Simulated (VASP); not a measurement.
# RbBr in VASP: a series of runs

RbBr is run at these levels: PBE, r2SCAN, HSE06; tasks: single point.

All numbers are computed with VASP 6.6.1; they aren't measurements. Logs are shortened: lines on timing, memory, paths and dates and some standing lists are left out, and cuts for length are marked.

### 1 The cell of the first run

Symmetry: I4/mmm, No. 139, tetragonal system. Conventional cell: a = 5.013 Å, b = 5.013 Å, c = 6.922 Å, α = 90.00°, β = 90.00°, γ = 90.00°. Within 4.5 Å of Rb (site symmetry 4/mmm) lie 6 Br at 3.46 to 3.54 Å. Br (site symmetry 4/mmm) has 6 Rb at 3.46 to 3.54 Å within 4.5 Å.

### 2 Single point, PBE (biaxial xy strain +2.4%)

Contents of INCAR:

```
SYSTEM = RbBr
ALGO     = Normal         ! electronic algorithm
EDIFF    = 1E-7           ! SCF threshold, eV
ENCUT    = 520            ! plane-wave cutoff, eV
GGA      = PE             ! functional
ISIF     = 2              ! what is computed and relaxed
ISMEAR   = -1             ! smearing method
LASPH    = .TRUE.         ! aspherical terms in the spheres
LCHARG   = .FALSE.        ! write CHGCAR
LREAL    = .FALSE.        ! projectors in reciprocal space
LWAVE    = .FALSE.        ! write WAVECAR
NBANDS   = 15             ! bands
NELM     = 100            ! most SCF steps
PREC     = Accurate       ! precision mode
SIGMA    = 0.02           ! smearing width, eV
```

Contents of KPOINTS:

```
k-points
0
G
  6 6 6
  0 0 0
```

Contents of POSCAR:

```
RbBr
1.0
    0.0000000000      3.5445780991      3.4608261073
    3.5445780991      0.0000000000      3.4608261073
    3.5445780991      3.5445780991      0.0000000000
Rb Br
1 1
Direct
    0.0000000000      0.0000000000      0.0000000000
    0.5000000000      0.5000000000      0.5000000000
```

Potentials or basis: VASP PAW PBE potentials, release 64 (Rb_sv, Br).

Command:

```sh
> cat potpaw_PBE.64/Rb_sv/POTCAR potpaw_PBE.64/Br/POTCAR > POTCAR
> mpirun -np 1 vasp_std > vasp.out
```

OUTCAR:

```text
SYSTEM = RbBr
   EDIFF = 1E-7
   ENCUT = 520
   GGA = PE
   ISIF = 2
   ISMEAR = -1
   LASPH = .TRUE.
   LREAL = .FALSE.
   NELM = 100
   PREC = Accurate

 ion  position               nearest neighbor table
   1  0.000  0.000  0.000-   2 3.46   2 3.46   2 3.54   2 3.54   2 3.54   2 3.54
   2  0.500  0.500  0.500-   1 3.46   1 3.46   1 3.54   1 3.54   1 3.54   1 3.54

  LATTYP: Found a body centered tetragonal cell.
 ALAT       =     5.0127904206
 C/A-ratio  =     1.3807982448

  Lattice vectors:

 A1 = (   0.0000000000,  -3.5445780991,  -3.4608261073)
 A2 = (   0.0000000000,   3.5445780991,  -3.4608261073)
 A3 = (   3.5445780991,   0.0000000000,   3.4608261073)

Analysis of symmetry for initial positions (statically):
=====================================================================
 Subroutine PRICEL returns:
 Original cell was already a primitive cell.

 Routine SETGRP: Setting up the symmetry group for a
 body centered tetragonal supercell.

 Subroutine GETGRP returns: Found 16 space group operations
 (whereof 16 operations were pure point group operations)
 out of a pool of 16 trial point group operations.

The static configuration has the point symmetry D_4h.

Analysis of symmetry for dynamics (positions and initial velocities):
=====================================================================
 Subroutine PRICEL returns:
 Original cell was already a primitive cell.

 Routine SETGRP: Setting up the symmetry group for a
 body centered tetragonal supercell.

 Subroutine GETGRP returns: Found 16 space group operations
 (whereof 16 operations were pure point group operations)
 out of a pool of 16 trial point group operations.

The dynamic configuration has the point symmetry D_4h.

 Subroutine INISYM returns: Found 16 space group operations
 (whereof 16 operations are pure point group operations),
 and found     1 'primitive' translations

----------------------------------------------------------------------------------------

                                     Primitive cell

  volume of cell :      86.9639

  direct lattice vectors                    reciprocal lattice vectors
     0.000000000  3.544578099  3.460826107    -0.141060512  0.141060512  0.144474176
     3.544578099  0.000000000  3.460826107     0.141060512 -0.141060512  0.144474176
     3.544578099  3.544578099  0.000000000     0.141060512  0.141060512 -0.144474176

  length of vectors
     4.953922814  4.953922814  5.012790421     0.246310624  0.246310624  0.246310624

  position of ions in fractional coordinates (direct lattice)
     0.000000000  0.000000000  0.000000000
     0.500000000  0.500000000  0.500000000

  ion indices of the primitive-cell ions
   primitive index   ion index
                 1           1
                 2           2

----------------------------------------------------------------------------------------

 KPOINTS: k-points

Automatic generation of k-mesh.
 Grid dimensions read from file:
 generate k-points for:    6    6    6

 Generating k-lattice:

  Cartesian coordinates                     Fractional coordinates (reciprocal lattice)
    -0.023510085  0.023510085  0.024079029     0.166666667 -0.000000000  0.000000000
     0.023510085 -0.023510085  0.024079029    -0.000000000  0.166666667  0.000000000
     0.023510085  0.023510085 -0.024079029     0.000000000  0.000000000  0.166666667

  Length of vectors
     0.041051771  0.041051771  0.041051771

  Shift w.r.t. Gamma in fractional coordinates (k-lattice)
     0.000000000  0.000000000  0.000000000

 Subroutine IBZKPT returns following result:
 ===========================================

 Found     30 irreducible k-points:

 Following reciprocal coordinates:
            Coordinates               Weight
  0.000000  0.000000  0.000000      1.000000
  0.166667  0.000000  0.000000      8.000000
  0.333333  0.000000  0.000000      8.000000
  0.500000  0.000000  0.000000      4.000000
  0.166667  0.166667  0.000000      2.000000
  0.333333  0.166667  0.000000      8.000000
[... 16 lines left out ...]
  0.333333  0.000000  0.333333      4.000000
  0.500000  0.000000  0.333333     16.000000
 [... further k-points ...]
   k-points           NKPTS =     30   k-points in BZ     NKDIM =     30   number of bands    NBANDS=     15
   number of dos      NEDOS =    301   number of ions     NIONS =      2
   total plane-waves  NPLWV =  64000
   dimension x,y,z NGX =    40 NGY =   40 NGZ =   40
   dimension x,y,z NGXF=    80 NGYF=   80 NGZF=   80
   ions per type =               1   1
   NGX,Y,Z   is equivalent  to a cutoff of  13.42, 13.42, 13.27 a.u.
   NGXF,Y,Z  is equivalent  to a cutoff of  26.85, 26.85, 26.53 a.u.
 SYSTEM =  RbBr
   PREC   = accura    normal or accurate (medium, high low for compatibility)
   ISTART =      0    job   : 0-new  1-cont  2-samecut
   ICHARG =      2    charge: 1-file 2-atom 10-const
   ISPIN  =      1    spin polarized calculation?
   LNONCOLLINEAR =      F non collinear calculations
   LSORBIT =      F    spin-orbit coupling
   LASPH  =      T    aspherical Exc in radial PAW
   ENCUT  =  520.0 eV  38.22 Ry    6.18 a.u.   9.21  9.21  9.32*2*pi/ulx,y,z
   NELM   =    100;   NELMIN=  2; NELMDL= -5     # of ELM steps
   EDIFF  = 0.1E-06   stopping-criterion for ELM
   LREAL  =      F    real-space projection
   EDIFFG = 0.1E-05   stopping-criterion for IOM
   NSW    =      0    number of steps for IOM
   IBRION =     -1    ionic relax: 0-MD 1-quasi-New 2-CG
   NFREE  =      0    steps in history (QN), initial steepest desc. (CG)
   ISIF   =      2    stress and relaxation
   ISYM   =      2    0-nonsym 1-usesym 2-fastsym
   POTIM  = 0.5000    time-step for ionic-motion
   TEBEG  =    0.0;   TEEND  =   0.0 temperature during run
   PSTRESS=    0.0 pullay stress
   NELECT =      16.0000    total number of electrons
   NUPDOWN=      -1.0000    fix difference up-down
   EMIN   =  10.00;   EMAX   =-10.00  energy-range for DOS
   EFERMI =   0.00;   METHOD = LEGACY
   ISMEAR =    -1;   SIGMA  =   0.02  broadening in eV -4-tet -1-fermi 0-gaus
   EFERMI_NEDOS =   21; number of points for ismear=-14 and -15
   IALGO  =     38    algorithm
   IMIX   =      4    mixing-type and parameters
     AMIX     =   0.40;   BMIX     =  1.00
     AMIX_MAG =   1.60;   BMIX_MAG =  1.00
  volume/ion in A,a.u.               =      43.48       293.43
  Fermi-wavevector in a.u.,A,eV,Ry     =   0.931112  1.759546 11.795834  0.866969
  Thomas-Fermi vector in A             =   2.057571
   LORBIT       =      0    0 simple, 1 ext, 2 COOP (PROOUT), +10 PAW based schemes
   GGA     = PE    functional components
   LHFCALC =     F    Hartree Fock is set to
   AEXX    =    0.0000 exact exchange contribution
   IVDW    =     0    specifies the selected vdW correction
   LEPSILON=     F    determine dielectric tensor
   LRPA    =     F    only Hartree local field effects (RPA)
 non-spin polarized calculation
  energy-cutoff  :      520.00
  volume of cell :       86.96
 maximum number of plane-waves:      2365
 NGX is ok and might be reduce to    40
   NGX = 19   NGY = 19   NGZ = 19

 number of electron      16.0000000 magnetization

 Free energy of the ion-electron system (eV)
  ---------------------------------------------------
  ext. energy  EPLUGINS =         0.00000000
  ---------------------------------------------------
  free energy    TOTEN  =        -6.11314411 eV

  energy without entropy =       -6.11314411  energy(sigma->0) =       -6.11314411

 E-fermi :  -1.5831     XC(G=0):  -6.9320

 val. band max:       -2.0154924776   @ k =   0.0000   0.0000   0.0000
 cond. band min:       2.1452254411   @ k =   0.0000   0.0000   0.0000
 fundamental gap:      4.1607179187
 Fermi energy:        -1.5831113541

 k-point     1 :       0.0000    0.0000    0.0000
  band No.  band energies     occupation
      1     -26.6098      2.00000
      2     -14.1380      2.00000
      3     -10.6808      2.00000
      4     -10.6808      2.00000
      5     -10.6806      2.00000
      6      -2.0336      2.00000
      7      -2.0336      2.00000
      8      -2.0155      2.00000
      9       2.1452      0.00000
     10       5.1776      0.00000
     11       5.1776      0.00000
     12       5.3105      0.00000
     13       5.9979      0.00000
     14       6.1192      0.00000
     15       8.7786      0.00000

 k-point     2 :       0.1667    0.0000    0.0000
  band No.  band energies     occupation
      1     -26.6083      2.00000
      2     -14.1451      2.00000
      3     -10.6835      2.00000
      4     -10.6821      2.00000
      5     -10.6723      2.00000
      6      -2.2916      2.00000
      7      -2.1088      2.00000
      8      -2.1015      2.00000
      9       2.7340      0.00000
     10       5.0755      0.00000
     11       5.4865      0.00000
     12       5.5676      0.00000
     13       6.3492      0.00000
     14       6.4857      0.00000
     15       9.7043      0.00000

 k-point     3 :       0.3333    0.0000    0.0000
  band No.  band energies     occupation
      1     -26.6052      2.00000
      2     -14.1590      2.00000
      3     -10.6888      2.00000
      4     -10.6847      2.00000
      5     -10.6557      2.00000
      6      -2.7146      2.00000
      7      -2.2520      2.00000
      8      -2.2509      2.00000
      9       3.9463      0.00000
     10       5.1338      0.00000
     11       6.3403      0.00000
     12       6.3955      0.00000
     13       7.2305      0.00000
     14       7.4049      0.00000
     15       9.0835      0.00000

 k-point     4 :       0.5000    0.0000    0.0000
  band No.  band energies     occupation
      1     -26.6037      2.00000
      2     -14.1659      2.00000
      3     -10.6915      2.00000
      4     -10.6860      2.00000
      5     -10.6474      2.00000
      6      -2.8934      2.00000
      7      -2.3232      2.00000
      8      -2.3182      2.00000
      9       4.5844      0.00000
     10       5.4101      0.00000
     11       7.2080      0.00000
     12       7.2396      0.00000
     13       7.7998      0.00000
     14       7.9723      0.00000
     15       8.3171      0.00000
[... 307 lines left out ...]
 k-point    22 :      -0.3333    0.5000    0.1667
  band No.  band energies     occupation
      1     -26.6015      2.00000
      2     -14.1062      2.00000
      3     -10.7960      2.00000
      4     -10.7566      2.00000
      5     -10.6928      2.00000
      6      -2.3985      2.00000
      7      -2.3798      2.00000
      8      -2.2891      2.00000
      9       4.2446      0.00000
     10       5.5222      0.00000
     11       5.7684      0.00000
     12       6.6421      0.00000
     13       7.7024      0.00000
     14       8.5124      0.00000
     15       8.9319      0.00000

 k-point    23 :       0.3333    0.0000    0.3333
  band No.  band energies     occupation
      1     -26.6040      2.00000
      2     -14.1193      2.00000
      3     -10.7367      2.00000
      4     -10.7220      2.00000
      5     -10.7157      2.00000
      6      -2.5744      2.00000
      7      -2.1511      2.00000
      8      -2.1402      2.00000
      9       3.9255      0.00000
     10       4.0438      0.00000
     11       6.7315      0.00000
     12       7.2082      0.00000
     13       7.3949      0.00000
     14       7.4588      0.00000
     15       8.2217      0.00000

 k-point    24 :       0.5000    0.0000    0.3333
  band No.  band energies     occupation
      1     -26.6025      2.00000
      2     -14.1127      2.00000
      3     -10.7806      2.00000
      4     -10.7201      2.00000
      5     -10.7135      2.00000
      6      -2.5219      2.00000
      7      -2.2948      2.00000
      8      -2.2105      2.00000
      9       4.0349      0.00000
     10       4.9394      0.00000
     11       6.5150      0.00000
     12       7.0839      0.00000
     13       7.2357      0.00000
     14       8.0835      0.00000
     15       8.5175      0.00000

 [... further k-points ...]

------------------------ aborting loop because EDIFF is reached ----------------------------------------

  FORCE on cell =-STRESS in cart. coord.  units (eV):
  Direction    XX          YY          ZZ          XY          YZ          ZX
  --------------------------------------------------------------------------------------
  -------------------------------------------------------------------------------------
  Total       -0.1192244     -0.1192244      0.1837359      0.0000000      0.0000000      0.0000000
  in kB       -2.1965287     -2.1965287      3.3850543      0.0000000      0.0000000      0.0000000
  external PRESSURE =      -0.3360011 kB  Pullay stress =       0.0000000 kB

 VOLUME and BASIS-vectors are now :
 -----------------------------------------------------------------------------
  energy-cutoff  :      520.00
  volume of cell :       86.96
      direct lattice vectors                 reciprocal lattice vectors
     0.000000000  3.544578099  3.460826107    -0.141060512  0.141060512  0.144474176
     3.544578099  0.000000000  3.460826107     0.141060512 -0.141060512  0.144474176
     3.544578099  3.544578099  0.000000000     0.141060512  0.141060512 -0.144474176

 POSITION                                       TOTAL-FORCE (eV/Angst)
 -----------------------------------------------------------------------------------
      0.00000      0.00000      0.00000         0.000000      0.000000      0.000000
      3.54458      3.54458      3.46083         0.000000      0.000000      0.000000
 -----------------------------------------------------------------------------------
    total drift:                                0.000000     -0.000000     -0.000000

  FREE ENERGIE OF THE ION-ELECTRON SYSTEM (eV)
  ---------------------------------------------------
  free  energy   TOTEN  =        -6.1131441133 eV

  energy  without entropy=       -6.1131441133  energy(sigma->0) =       -6.11314411
```

Run time: 48 s. Hardware: 1 thread of Intel Xeon 6975P-C, shared host; peak memory 0.25 GiB.

What came out:

* Free energy: -6.1131 eV
* Pressure: 0.0 GPa
* Band gap on the k mesh: 4.16 eV, direct

Stress tensor (GPa, compression positive):
```
-0.22  0.00  0.00
 0.00 -0.22  0.00
 0.00  0.00  0.34
```

Caveat: the cell differs from its parent crystal (biaxial xy strain +2.4%).

(Part 1 of 2 ends here.)
